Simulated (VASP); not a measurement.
# Al12H in VASP: relaxation of the atoms with PBE

Aim: the relaxation of the atoms of Al12H with PBE.

All numbers are computed with VASP 6.6.1; they aren't measurements. Logs are shortened: lines on timing, memory, paths and dates and some standing lists are left out, and cuts for length are marked.

### 1 The cell of the first run

The cell holds a slab with vacuum, 13 atoms: a = 5.714 Å, b = 5.714 Å, c = 19.675 Å, α = 90.00°, β = 90.00°, γ = 90.00°.

### 2 Relaxation of the atoms, PBE

INCAR reads:

```
SYSTEM = Al12H
  PREC = Accurate
  ENCUT = 520
  EDIFF = 1E-6
  ISMEAR = 0
  SIGMA = 0.1
  LREAL = .FALSE.
  LASPH = .TRUE.
  NELM = 100
  ALGO = Fast
  ISIF = 2
  LWAVE = .FALSE.
  LCHARG = .FALSE.
  LDIPOL = .TRUE.
  IDIPOL = 3
  DIPOL = 0.5 0.5 0.323
  GGA = PE
  IBRION = 2
  NSW = 36
  EDIFFG = -0.025
```

KPOINTS reads:

```
regular mesh
0
G
  5 5 1
  0 0 0
```

POSCAR reads:

```
Al12H
1.0
    5.7135165837      0.0000000000      0.0000000000
    0.0000000000      5.7135165837      0.0000000000
    0.0000000000      0.0000000000     19.6746954375
Al H
12 1
Selective dynamics
Direct
    0.2500000000      0.2500000000      0.2033068320  F F F
    0.2500000000      0.7500000000      0.2033068320  F F F
    0.7500000000      0.2500000000      0.2033068320  F F F
    0.7500000000      0.7500000000      0.2033068320  F F F
    0.0000000000      0.0000000000      0.3092728611  F F F
    0.0000000000      0.5000000000      0.3092728611  F F F
    0.5000000000      0.0000000000      0.3092728611  F F F
    0.5000000000      0.5000000000      0.3092728611  F F F
    0.2500000000      0.2500000000      0.4154928580  F F F
    0.2500000000      0.7500000000      0.4154928580  F F F
    0.7500000000      0.2500000000      0.4154928580  F F F
    0.7500000000      0.7500000000      0.4154928580  F F F
    0.3333333333      0.3333333333      0.4902231862  F F T
```

Potentials or basis: VASP PAW PBE potentials, release 64 (Al, H).

On the command line:

```bash
$ cat potpaw_PBE.64/Al/POTCAR potpaw_PBE.64/H/POTCAR > POTCAR
$ mpirun -np 1 vasp_std > vasp.out
```

OUTCAR:

```text
SYSTEM = Al12H
   PREC = Accurate
   ENCUT = 520
   EDIFF = 1E-6
   ISMEAR = 0
   LREAL = .FALSE.
   LASPH = .TRUE.
   NELM = 100
   ISIF = 2
   GGA = PE
   IBRION = 2
   NSW = 36
   EDIFFG = -0.025

 ion  position               nearest neighbor table
   1  0.250  0.250  0.203-   2 2.86   3 2.86   2 2.86   3 2.86   7 2.90   8 2.90   5 2.90   6 2.90

   2  0.250  0.750  0.203-   1 2.86   4 2.86   1 2.86   4 2.86   7 2.90   8 2.90   5 2.90   6 2.90

   3  0.750  0.250  0.203-   1 2.86   4 2.86   4 2.86   1 2.86   7 2.90   8 2.90   5 2.90   6 2.90
[... 15 lines left out ...]
  11  0.750  0.250  0.415-   9 2.86  12 2.86  12 2.86   9 2.86   5 2.91   6 2.91   7 2.91   8 2.91

  12  0.750  0.750  0.415-  10 2.86  11 2.86  11 2.86  10 2.86   5 2.91   6 2.91   7 2.91   8 2.91

  13  0.333  0.333  0.490-   9 1.62

  LATTYP: Found a simple tetragonal cell.
 ALAT       =     5.7135165837
 C/A-ratio  =     3.4435351940

  Lattice vectors:

 A1 = (   5.7135165837,   0.0000000000,   0.0000000000)
 A2 = (   0.0000000000,   5.7135165837,   0.0000000000)
 A3 = (   0.0000000000,   0.0000000000,  19.6746954375)

Analysis of symmetry for initial positions (statically):
=====================================================================
 Subroutine PRICEL returns:
 Original cell was already a primitive cell.

 Routine SETGRP: Setting up the symmetry group for a
 simple tetragonal supercell.

 Subroutine GETGRP returns: Found  2 space group operations
 (whereof  2 operations were pure point group operations)
 out of a pool of 16 trial point group operations.

The static configuration has the point symmetry C_1h.

Analysis of symmetry for dynamics (positions and initial velocities):
=====================================================================
 Subroutine PRICEL returns:
 Original cell was already a primitive cell.

 Routine SETGRP: Setting up the symmetry group for a
 simple tetragonal supercell.

 Subroutine GETGRP returns: Found  2 space group operations
 (whereof  2 operations were pure point group operations)
 out of a pool of 16 trial point group operations.

The dynamic configuration has the point symmetry C_1h.

Analysis of constrained symmetry for selective dynamics:
=====================================================================
 Subroutine PRICEL returns:
[... 149 lines left out ...]
 Gauss-broadening in eV      SIGMA  =   0.10
  energy-cutoff  :      520.00
  volume of cell :      642.27
 maximum number of plane-waves:     17320
   NGX = 21   NGY = 21   NGZ = 73

 dipolmoment           0.000000      0.000000     -0.069119 electrons x Angstroem

--------------------------------------- Ionic step        1  -------------------------------------------

 number of electron      36.9999998 magnetization

 Free energy of the ion-electron system (eV)
  ---------------------------------------------------
  ext. energy  EPLUGINS =         0.00000000
  ---------------------------------------------------
  free energy    TOTEN  =       -44.29975597 eV

  energy without entropy =      -44.27971077  energy(sigma->0) =      -44.28973337

------------------------ aborting loop because EDIFF is reached ----------------------------------------

  FORCE on cell =-STRESS in cart. coord.  units (eV):
  Direction    XX          YY          ZZ          XY          YZ          ZX
  --------------------------------------------------------------------------------------
  -------------------------------------------------------------------------------------
  Total       -6.9584810     -6.9584810     -0.7557568      0.3419584      0.3339820      0.3339819
  in kB      -17.3584134    -17.3584134     -1.8852878      0.8530390      0.8331411      0.8331411
  external PRESSURE =     -12.2007049 kB  Pullay stress =       0.0000000 kB
[... 36 lines left out ...]
 number of electron      36.9999998 magnetization

------------------------ aborting loop because EDIFF is reached ----------------------------------------

 vacuum level on the upper side and lower side of the slab       (xc-potential included)         0.002        -0.224

  FORCE on cell =-STRESS in cart. coord.  units (eV):
  Direction    XX          YY          ZZ          XY          YZ          ZX
  --------------------------------------------------------------------------------------
  -------------------------------------------------------------------------------------
  Total       -6.9645553     -6.9645553     -0.8169554      0.3348868      0.3172610      0.3172610
  in kB      -17.3735661    -17.3735661     -2.0379519      0.8353984      0.7914297      0.7914296
  external PRESSURE =     -12.2616947 kB  Pullay stress =       0.0000000 kB
[... 34 lines left out ...]
--------------------------------------- Ionic step        3  -------------------------------------------

 number of electron      36.9999998 magnetization

 dipolmoment           0.000000      0.000000      0.040113 electrons x Angstroem

 Free energy of the ion-electron system (eV)
  ---------------------------------------------------
  ext. energy  EPLUGINS =         0.00000000
  ---------------------------------------------------
  free energy    TOTEN  =       -44.30022769 eV

  energy without entropy =      -44.28019501  energy(sigma->0) =      -44.29021135

 E-fermi :  -0.6096     XC(G=0):  -4.2279

 val. band max:       -0.6221658938   @ k =   0.0000   0.0000   0.0000
 cond. band min:      -0.5830151685   @ k =   0.0000   0.0000   0.0000
 fundamental gap:      0.0391507253
 Fermi energy:        -0.6096440600

 k-point     1 :       0.0000    0.0000    0.0000
  band No.  band energies     occupation
      1     -10.7026      2.00000
      2      -8.6654      2.00000
      3      -6.4027      2.00000
      4      -6.3115      2.00000
      5      -6.1959      2.00000
      6      -6.1899      2.00000
[... 241 lines left out ...]
     24       0.7350      0.00000
     25       1.6113      0.00000

------------------------ aborting loop because EDIFF is reached ----------------------------------------

 vacuum level on the upper side and lower side of the slab       (xc-potential included)        -0.006        -0.239

  FORCE on cell =-STRESS in cart. coord.  units (eV):
  Direction    XX          YY          ZZ          XY          YZ          ZX
  --------------------------------------------------------------------------------------
  -------------------------------------------------------------------------------------
  Total       -6.9724826     -6.9724826     -0.8939306      0.3257985      0.2959390      0.2959390
  in kB      -17.3933413    -17.3933413     -2.2299719      0.8127270      0.7382404      0.7382403
  external PRESSURE =     -12.3388848 kB  Pullay stress =       0.0000000 kB
[... 28 lines left out ...]
  FREE ENERGIE OF THE ION-ELECTRON SYSTEM (eV)
  ---------------------------------------------------
  free  energy   TOTEN  =       -44.3002276905 eV

  energy  without entropy=      -44.2801950144  energy(sigma->0) =      -44.29021135

 reached required accuracy - stopping structural energy minimisation

 vacuum level on the upper side and lower side of the slab         3.952         3.711
```

CONTCAR:

```text
Al12H
   1.00000000000000
     5.7135165836999997    0.0000000000000000    0.0000000000000000
     0.0000000000000000    5.7135165836999997    0.0000000000000000
     0.0000000000000000    0.0000000000000000   19.6746954374999987
  Al              H
    12     1
Selective dynamics
Direct
[... 16 lines left out ...]
  0.00000000E+00  0.00000000E+00  0.00000000E+00
  0.00000000E+00  0.00000000E+00  0.00000000E+00
  0.00000000E+00  0.00000000E+00  0.00000000E+00
  0.00000000E+00  0.00000000E+00  0.00000000E+00
  0.00000000E+00  0.00000000E+00  0.00000000E+00
  0.00000000E+00  0.00000000E+00  0.00000000E+00
  0.00000000E+00  0.00000000E+00  0.00000000E+00
  0.00000000E+00  0.00000000E+00  0.00000000E+00
  0.00000000E+00  0.00000000E+00  0.00000000E+00
  0.00000000E+00  0.00000000E+00  0.00000000E+00
  0.00000000E+00  0.00000000E+00  0.00000000E+00
```

Run time: 6 min. Hardware: 1 thread of Oxide Virtual Turin-like, shared host; peak memory 0.59 GiB.

What came out:

```yaml
Free_energy: -44.3002 eV
Energy_gained_by_relaxing: 0.0 meV/atom
Ionic_steps: 3
Band_gap_on_the_k_mesh: zero (an odd number of electrons rules out a gap without spin polarisation)
```

The path:
```csv
step,energy change (eV),largest force on free atoms (eV/Å),pressure (GPa)
1,0.0000,0.0923,-1.22
2,-0.0003,0.0522,-1.23
3,-0.0005,0.0009,-1.23
```

Final structure:
```
CELL_PARAMETERS angstrom
5.71352 0.00000 0.00000
0.00000 5.71352 0.00000
0.00000 0.00000 19.67470
ATOMIC_POSITIONS crystal
Al 0.25000 0.25000 0.20331
Al 0.25000 0.75000 0.20331
Al 0.75000 0.25000 0.20331
Al 0.75000 0.75000 0.20331
Al 0.00000 0.00000 0.30927
Al 0.00000 0.50000 0.30927
Al 0.50000 0.00000 0.30927
Al 0.50000 0.50000 0.30927
Al 0.25000 0.25000 0.41549
Al 0.25000 0.75000 0.41549
Al 0.75000 0.25000 0.41549
Al 0.75000 0.75000 0.41549
H 0.33333 0.33333 0.49074
```

Levels at points of the mesh, in eV from the Fermi level:
```tsv
k point	band 17	band 18	band 19	band 20	band 21	band 22
(0.00, 0.00, 0.00)	-0.70	-0.35	-0.19	-0.01	0.03	0.03
```

The gap in the log of VASP goes by the Fermi energy; the results here count the filled bands.